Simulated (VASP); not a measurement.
A run of VASP 6.6.1:

The input INCAR:

```
PREC = Accurate
ENCUT = 520
EDIFF = 1E-6
ISMEAR = -1
SIGMA = 0.05
LREAL = False
LASPH = True
NELM = 200
ALGO = Normal
ISIF = 2
LWAVE = False
LCHARG = False
ISPIN = 2
MAGMOM = 1
LORBIT = 11
GGA = PE
NBANDS = 14
GGA_COMPAT = False
```

File KPOINTS:

```
regular mesh
0
Gamma
  1 1 1
```

File POSCAR:

```
F
1.0
   10.0000000000      0.0000000000      0.0000000000
    0.0000000000     10.0000000000      0.0000000000
    0.0000000000      0.0000000000     10.0000000000
F
1
Direct
    0.0000000000      0.0000000000      0.0000000000
```

Potentials or basis: VASP PAW PBE potentials, release 64 (F).

The run is started by

```console
$ cat potpaw_PBE.64/F/POTCAR > POTCAR
$ mpirun -np 1 vasp_gam > vasp.out
```

Hardware: 1 thread of Intel(R) Xeon(R) 6975P-C (Granite Rapids), on a shared host.

How long does it take, and how much memory?

It took 52 s on 1 thread of Intel(R) Xeon(R) 6975P-C (Granite Rapids) (shared host), peak memory 1.2 GiB. Counts: scf iterations 13, k points 1.
